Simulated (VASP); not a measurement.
Set up this calculation in VASP 6.6.1, as the native input.

| Quantity | Value |
| --- | --- |
| Task | single point |
| Functional | PBEsol |
| Potentials or basis | VASP PAW PBE potentials, release 64 (Rh_pv) |
| Cutoff | 520 eV |
| k mesh | 11 × 11 × 6 |
| Occupations | fermi-dirac, width 0.05 eV |
| Spin | no spin polarisation |
| Dipole correction | no |
| Further INCAR settings | ALGO = Fast; EDIFF = 1e-07; NBANDS = 22 |

The structure of Rh lies in POSCAR:

```
Rh
1.0
    2.6940693954      0.0000000000      0.0000000000
   -1.3470346977      2.3331325361      0.0000000000
    0.0000000000      0.0000000000      4.3686372171
Rh
2
Direct
    0.3333333333      0.6666666667      0.2500000000
    0.6666666667      0.3333333333      0.7500000000
```

One way to write it, as run:

INCAR

```
PREC = Accurate ; ENCUT = 520
EDIFF = 1E-7 ; ISMEAR = -1
SIGMA = 0.05 ; LREAL = F
LASPH = T ; NELM = 60
ALGO = Fast ; ISIF = 2
LWAVE = F ; LCHARG = F
GGA = PS ; NBANDS = 22
```

KPOINTS

```
regular mesh
0
Gamma
  11 11 6
```

Potentials or basis: VASP PAW PBE potentials, release 64 (Rh_pv).

Launch:

```console
$ cat potpaw_PBE.64/Rh_pv/POTCAR > POTCAR
$ mpirun -np 1 vasp_std > vasp.out
```

It gave:

```yaml
Pressure: -3.7 GPa
Band_gap_on_the_k_mesh: zero (band 15 reaches 12.50 eV, above the bottom of band 16 at 10.13 eV)
```

Caveat: the PAW data sets were made with another functional, which shifts forces and pressure a little.

Wall time 18 s on 1 thread of Intel(R) Xeon(R) 6975P-C (Granite Rapids) (shared host), peak memory 0.15 GiB.
